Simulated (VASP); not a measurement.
**HfO2: single point with PBEsol**

Crystal: HfO2.

```xyz
6
Lattice="3.5816 0.0000 0.0000 0.0000 3.5816 0.0000 0.0000 0.0000 5.2061" Properties=species:S:1:pos:R:3 pbc="T T T"
Hf    0.0000    0.0000    0.0000
Hf    1.7908    1.7908    2.6031
O     0.0000    1.7908    1.0267
O     1.7908    0.0000    1.5764
O     1.7908    0.0000    4.1794
O     0.0000    1.7908    3.6297
```

* Program: VASP 6.6.1
* Task: single point
* Functional: PBEsol
* Potentials or basis: VASP PAW PBE potentials, release 64 (Hf_pv, O)
* Cutoff: 520 eV
* k mesh: 8 × 8 × 5
* Occupations: fermi-dirac, width 0.05 eV
* Spin: no spin polarisation
* Dipole correction: no
* Further INCAR settings: ALGO = Normal; EDIFF = 1e-06; NBANDS = 31

```
Pressure               : -6.3 GPa
Largest force          : 0.049 eV/Å
Band gap on the k mesh : 4.56 eV (least direct gap 4.63 eV)
```

Forces in eV/Å, atoms in the order of the input:
```
Hf   0.000  0.000  0.000
Hf   0.000  0.000  0.000
O    0.000  0.000 -0.049
O    0.000  0.000  0.049
O    0.000  0.000  0.049
O    0.000  0.000 -0.049
```

Levels at points of the mesh, in eV from the valence-band top:
```csv
k point,band 19,band 20,band 21,band 22,band 23,band 24,band 25,band 26
"(0.00, 0.00, 0.00)",-0.69,-0.12,-0.07,-0.07,4.56,4.60,5.80,6.03
"(0.50, 0.00, 0.00)",-1.43,-1.43,-0.14,-0.14,4.99,4.99,6.00,6.00
"(0.50, 0.50, 0.00)",-0.78,-0.78,-0.55,-0.55,5.62,5.62,5.98,5.98
```

It took 45 s on 1 thread of Intel(R) Xeon(R) Platinum 8488C (Sapphire Rapids), on a shared host, peak memory 0.22 GiB.

Caveat: the cell stands under tension; the PAW data sets were made with another functional, which shifts forces and pressure a little; spin-orbit coupling is left out, which moves the levels of the heavy elements; an odd mesh through Γ misses points on the zone boundary, where band edges can lie.
